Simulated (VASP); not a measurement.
**Ge3N: relaxation of cell and atoms with PBE**

The system is Ge3N.

```
Ge N
1.0
     3.73806    0.00000    0.00000
     0.00000    3.73806    0.00000
     0.00000    0.00000    5.40639
Ge N
3 1
Direct
  0.00000 0.50000 0.03338
  0.50000 0.00000 0.96662
  0.50000 0.50000 0.50000
  0.00000 0.00000 0.00000
```

```
Program                : VASP 6.6.1
Task                   : relaxation of cell and atoms
Functional             : PBE
Potentials or basis    : VASP PAW PBE potentials, release 64 (Ge_d, N)
Cutoff                 : 600 eV
k mesh                 : 6 × 6 × 4
Occupations            : gaussian, width 0.1 eV
Spin                   : no spin polarisation
Dipole correction      : no
Further INCAR settings : ALGO = Normal; EDIFF = 1e-07; IBRION = 2; EDIFFG = -0.04; NSW = 90; ISIF = 3
```

```yaml
Relaxed_volume: 17.95 Å³/atom
Relaxed_cell: a = 3.824 Å, b = 3.824 Å, c = 4.911 Å, α = 90.00°, β = 90.00°, γ = 90.00°
Space_group_after_relaxing_to_0.05_Å: P-4m2 (No. 115)
Energy_gained_by_relaxing: 877.9 meV/atom
Ionic_steps: 33
Pressure_after_relaxing: 0.0 GPa
```

The path:
```csv
step,energy change (eV),largest force (eV/Å),pressure (GPa),volume (Å³)
1,0.0000,1.8423,13.06,75.54
2,-1.0759,0.8069,-6.94,92.85
3,-1.1280,0.9895,-4.17,88.84
4,-1.4975,1.1607,-4.34,83.76
5,-2.3359,1.2760,-2.04,71.41
6,-0.4922,0.9231,46.88,47.10
7,-2.3705,1.0766,2.15,65.96
8,-2.4385,0.7760,8.34,60.39
9,-2.5683,0.2666,5.25,60.95
10,-2.5704,0.1676,4.69,61.04
11,-2.6209,0.2860,1.49,63.18
12,-2.6318,0.3778,-0.81,65.03
13,-2.6510,0.4475,-0.68,65.23
14,-2.7299,0.7097,-0.42,65.77
15,-2.9438,0.9929,0.68,66.61
16,-3.2692,1.1481,3.48,67.34
17,-2.7692,1.3770,12.16,65.45
18,-3.4177,0.4946,5.58,67.25
19,-3.3847,0.0245,7.29,66.97
20,-3.4114,0.2029,6.57,67.11
21,-3.4209,0.1466,6.17,67.47
22,-3.4351,0.0294,4.95,68.55
23,-3.4353,0.0628,4.71,68.76
24,-3.4455,0.0387,4.32,68.97
25,-3.4715,0.0291,3.29,69.60
26,-3.5024,0.1471,1.29,70.88
27,-3.4870,0.3341,-2.17,73.40
28,-3.5083,0.2168,-0.04,71.77
29,-3.5083,0.2121,0.07,71.71
30,-3.5093,0.1765,0.05,71.73
31,-3.5113,0.0693,0.01,71.77
32,-3.5101,0.1467,-0.03,71.86
33,-3.5117,0.0004,0.03,71.80
```

Final structure:
```
Ge N
1.0
     3.82363    0.00000    0.00000
     0.00000    3.82363    0.00000
     0.00000    0.00000    4.91121
Ge N
3 1
Direct
  0.00000 0.50000 0.19473
  0.50000 0.00000 0.80527
  0.50000 0.50000 0.50000
  0.00000 0.00000 0.00000
```

Levels at points of the mesh, in eV from the Fermi level:
| k point | band 20 | band 21 | band 22 | band 23 | band 24 | band 25 | band 26 | band 27 | band 28 |
| --- | --- | --- | --- | --- | --- | --- | --- | --- | --- |
| (0.00, 0.00, 0.00) | -4.91 | -2.74 | -1.31 | -0.40 | -0.40 | 0.40 | 1.83 | 3.56 | 3.73 |
| (0.50, 0.00, 0.00) | -4.30 | -4.23 | -3.90 | -1.01 | -0.13 | 2.17 | 3.16 | 3.28 | 5.33 |
| (0.50, 0.50, 0.00) | -3.99 | -3.51 | -3.51 | -2.50 | 0.36 | 0.99 | 1.61 | 1.61 | 4.83 |
| (0.00, 0.00, 0.50) | -4.65 | -4.09 | -1.19 | -1.19 | -0.58 | 0.29 | 3.19 | 4.37 | 4.37 |
| (0.50, 0.00, 0.50) | -4.26 | -2.51 | -1.89 | -1.58 | -0.68 | 1.53 | 3.80 | 3.95 | 4.35 |
| (0.50, 0.50, 0.50) | -4.68 | -4.54 | -4.54 | -4.48 | 2.70 | 2.70 | 3.40 | 4.47 | 6.38 |

It took 46 min on 1 thread of AMD EPYC 7R13 Processor (Zen 3) (shared host), peak memory 0.22 GiB.
